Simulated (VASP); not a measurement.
The system is FeMo3.

```
CELL_PARAMETERS angstrom
3.77551 0.00000 0.00000
0.00000 3.77551 0.00000
0.00000 0.00000 3.77551
ATOMIC_POSITIONS crystal
Fe 0.00000 0.00000 0.00000
Mo 0.00000 0.50000 0.50000
Mo 0.50000 0.00000 0.50000
Mo 0.50000 0.50000 0.00000
```

- Program: VASP 6.6.1
- Task: relaxation of cell and atoms
- Functional: PBE
- Potentials or basis: VASP PAW PBE potentials, release 64 (Fe, Mo_sv)
- Cutoff: 600 eV
- k mesh: 4 × 4 × 4
- Occupations: gaussian, width 0.1 eV
- Spin: collinear spin, ferromagnetic start
- Starting moments: [1.41, 0.0, 0.0, 0.0] μB

At the start: pressure 24.4 GPa; volume 13.45 Å³/atom.

Problem. Where does the relaxation end?

Solution. Over 4 steps the energy falls by 128.9 meV/atom and the volume is 14.78 Å³/atom (+9.9 %); space group Pm-3m (No. 221, to 0.1 Å) before and after; moment 1.38 μB per cell.

The path:
```csv
step,energy change (eV),largest force (eV/Å),pressure (GPa),volume (Å³)
1,0.0000,0.0000,24.42,53.82
2,0.7787,0.0000,-27.76,71.42
3,-0.5092,0.0000,-2.72,59.82
4,-0.5157,0.0000,-0.30,59.14
```

Final structure:
```cif
data_structure
_symmetry_space_group_name_H-M 'P 1'
_symmetry_Int_Tables_number 1
_cell_length_a 3.8960
_cell_length_b 3.8960
_cell_length_c 3.8960
_cell_angle_alpha 90.000
_cell_angle_beta 90.000
_cell_angle_gamma 90.000
_cell_volume 59.14
loop_
_atom_site_label
_atom_site_type_symbol
_atom_site_fract_x
_atom_site_fract_y
_atom_site_fract_z
_atom_site_occupancy
Fe1 Fe 0.00000 0.00000 0.00000 1
Mo1 Mo 0.00000 0.50000 0.50000 1
Mo2 Mo 0.50000 0.00000 0.50000 1
Mo3 Mo 0.50000 0.50000 0.00000 1
```

Caveat: the k points lie up to 0.40 Å⁻¹ apart in the final cell.
